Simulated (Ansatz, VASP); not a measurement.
TePb: VASP beside Ansatz

```xyz
2
Lattice="4.0023 0.0000 0.0000 0.0000 4.0023 0.0000 0.0000 0.0000 4.0023" Properties=species:S:1:pos:R:3 pbc="T T T"
Pb    0.0000    0.0000    0.0000
Te    2.0011    2.0011    2.0011
```

Alike in both runs: functional PBEsol; k mesh 7 × 7 × 7; occupations fermi-dirac, width 0.05 eV; no spin polarisation.

|  | VASP | Ansatz |
| --- | --- | --- |
| version | VASP 6.6.1 | Ansatz 0.2.0 |
| potentials or method | VASP PAW PBE potentials, release 64 (Pb_d, Te), cutoff 520 eV | all-electron LAPW, scalar-relativistic |
| task | single point | band structure |

|  | VASP | Ansatz | Ansatz less VASP |
| --- | --- | --- | --- |
| gap on the k mesh at the Fermi level (eV) | none | none | - |
| pressure (GPa) | -2.7 | -2.7 | +0.04 |

VASP's potentials were made for PBE, not for PBEsol. A gap of «none» marks a metal or a gap that the smearing closes. Ansatz ran all-electron here, and VASP with PAW potentials.

Neither program's run includes spin-orbit coupling.
